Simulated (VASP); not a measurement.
# VClO (Pmmn) in VASP: further runs, part 2 of 2

VASP 6.6.1.

## (3) Single point, LDA+U, collinear spin, antiferromagnetic start

Input file INCAR:

```
SYSTEM = VClO
PREC     = Accurate       ! precision mode
ENCUT    = 520            ! plane-wave cutoff, eV
EDIFF    = 1E-7           ! SCF threshold, eV
ISMEAR   = 0              ! smearing method
SIGMA    = 0.05           ! smearing width, eV
LREAL    = .FALSE.        ! projectors in reciprocal space
LASPH    = .TRUE.         ! aspherical terms in the spheres
NELM     = 150            ! most SCF steps
ALGO     = Normal         ! electronic algorithm
ISIF     = 2              ! what is computed and relaxed
LWAVE    = .FALSE.        ! write WAVECAR
LCHARG   = .FALSE.        ! write CHGCAR
ISPIN    = 2              ! spin polarisation
MAGMOM   = -1.63 1.63 0 0 0 0 ! initial moments
LORBIT   = 11             ! projections on sites
LMAXMIX  = 4              ! l up to which the mixer works
LDAU     = .TRUE.         ! DFT+U
LDAUTYPE = 1            
LDAUL    = 2 -1 -1        ! shell
LDAUU    = 5 0 0          ! U, eV
LDAUJ    = 0.7 0 0      
LDAUPRINT= 1            
GGA      = CA             ! functional
NBANDS   = 39             ! bands
```

Input file KPOINTS:

```
regular mesh
0
G
  6 5 3
  0 0 0
```

Input file POSCAR:

```
VClO
1.0
    3.2999995500      0.0000000000      0.0000000000
    0.0000000000      3.7799994900      0.0000000000
    0.0000000000      0.0000000000      7.9099989300
V Cl O
2 2 2
Direct
    0.0000000000      0.5000000000      0.1148000000
    0.5000000000      0.0000000000      0.8852000000
    0.5000000000      0.5000000000      0.3279000000
    0.0000000000      0.0000000000      0.6721000000
    0.5000000000      0.5000000000      0.9542000000
    0.0000000000      0.0000000000      0.0458000000
```

Potentials or basis: VASP PAW LDA potentials, release 64 (V_sv, Cl, O).

Command:

```
> cat potpaw_LDA.64/V_sv/POTCAR potpaw_LDA.64/Cl/POTCAR potpaw_LDA.64/O/POTCAR > POTCAR
> mpirun -np 1 vasp_std > vasp.out
```

OUTCAR:

```text
SYSTEM = VClO
   PREC = Accurate
   ENCUT = 520
   EDIFF = 1E-7
   ISMEAR = 0
   LREAL = .FALSE.
   LASPH = .TRUE.
   NELM = 150
   ISIF = 2
   ISPIN = 2
   LORBIT = 11
   GGA = CA

 ion  position               nearest neighbor table
   1  0.000  0.500  0.115-   6 1.97   6 1.97   5 2.08   5 2.08   3 2.36   3 2.36
   2  0.500  0.000  0.885-   5 1.97   5 1.97   6 2.08   6 2.08   4 2.36   4 2.36
   3  0.500  0.500  0.328-   1 2.36   1 2.36
   4  0.000  0.000  0.672-   2 2.36   2 2.36
   5  0.500  0.500  0.954-   2 1.97   2 1.97   1 2.08   1 2.08
   6  0.000  0.000  0.046-   1 1.97   1 1.97   2 2.08   2 2.08

  LATTYP: Found a simple orthorhombic cell.
 ALAT       =     3.2999995500
 B/A-ratio  =     1.1454545471
 C/A-ratio  =     2.3969696996

  Lattice vectors:

 A1 = (   3.2999995500,   0.0000000000,   0.0000000000)
 A2 = (   0.0000000000,   3.7799994900,   0.0000000000)
 A3 = (   0.0000000000,   0.0000000000,   7.9099989300)

Analysis of symmetry for initial positions (statically):
=====================================================================
 Subroutine PRICEL returns:
 Original cell was already a primitive cell.

[... 2253 lines left out ...]
  Total        0.6117896      0.7525145      0.1599760      0.0000000      0.0000000      0.0000000
  in kB        9.9341472     12.2192182      2.5976658      0.0000000      0.0000000      0.0000000
  external PRESSURE =       8.2503437 kB  Pullay stress =       0.0000000 kB

 VOLUME and BASIS-vectors are now :
 -----------------------------------------------------------------------------
  energy-cutoff  :      520.00
  volume of cell :       98.67
      direct lattice vectors                 reciprocal lattice vectors
     3.299999550  0.000000000  0.000000000     0.303030344  0.000000000  0.000000000
     0.000000000  3.779999490  0.000000000     0.000000000  0.264550300  0.000000000
     0.000000000  0.000000000  7.909998930     0.000000000  0.000000000  0.126422267

 POSITION                                       TOTAL-FORCE (eV/Angst)
 -----------------------------------------------------------------------------------
      0.00000      1.89000      0.90807         0.000000      0.000000     -0.097630
      1.65000      0.00000      7.00193         0.000000      0.000000      0.097630
      1.65000      1.89000      2.59369         0.000000      0.000000      0.178707
      0.00000      0.00000      5.31631         0.000000      0.000000     -0.178707
      1.65000      1.89000      7.54772         0.000000      0.000000      0.144061
      0.00000      0.00000      0.36228         0.000000      0.000000     -0.144061
 -----------------------------------------------------------------------------------
    total drift:                                0.000000      0.000000      0.000000

  FREE ENERGIE OF THE ION-ELECTRON SYSTEM (eV)
  ---------------------------------------------------
  free  energy   TOTEN  =       -41.4771168917 eV

  energy  without entropy=      -41.4771168917  energy(sigma->0) =      -41.47711689

 total charge

# of ion       s       p       d       tot
------------------------------------------
    1        2.237   6.231   2.884  11.353
    2        2.237   6.231   2.884  11.353
    3        1.597   3.537   0.000   5.134
    4        1.597   3.537   0.000   5.134
    5        1.546   3.522   0.000   5.067
    6        1.546   3.522   0.000   5.067
--------------------------------------------------
tot         10.760  26.579   5.769  43.108

 magnetization (x)

# of ion       s       p       d       tot
------------------------------------------
    1       -0.009  -0.010  -1.818  -1.838
    2        0.009   0.010   1.818   1.838
    3       -0.000  -0.000   0.000  -0.000
    4        0.000   0.000   0.000   0.000
    5       -0.001  -0.006   0.000  -0.007
    6        0.001   0.006   0.000   0.007
--------------------------------------------------
tot          0.000   0.000   0.000   0.000
```

Run time: 2.9 min. Hardware: 1 thread of Intel Xeon Platinum 8375C at 2.90GHz (Ice Lake), shared host; peak memory 0.27 GiB.

What came out:

```
Free energy                                           : -41.4771 eV
Pressure                                              : 0.8 GPa
Largest force                                         : 0.179 eV/Å
Band gap on the k mesh                                : 2.14 eV
Net moment                                            : 0.00 μB per cell
Site moments                                          : V -1.84, +1.84; Cl -0.00, +0.00; O -0.01, +0.01 μB
Valence electrons inside the program's atomic spheres : V 11.35; Cl 5.13; O 5.07
```

Forces on the atoms (eV/Å):
```
V    0.000  0.000 -0.098
V    0.000  0.000  0.098
Cl   0.000  0.000  0.179
Cl   0.000  0.000 -0.179
O    0.000  0.000  0.144
O    0.000  0.000 -0.144
```

Eigenvalues of the final occupation matrices:
| site | spin | trace | eigenvalues |
| --- | --- | --- | --- |
| site 1 d | 1 | 0.54 | 0.04 0.04 0.08 0.18 0.20 |
| site 1 d | 2 | 2.37 | 0.10 0.20 0.22 0.92 0.93 |
| site 2 d | 1 | 2.37 | 0.10 0.20 0.22 0.92 0.93 |
| site 2 d | 2 | 0.54 | 0.04 0.04 0.08 0.18 0.20 |

Caveat: an odd mesh through Γ misses points on the zone boundary, where band edges can lie.
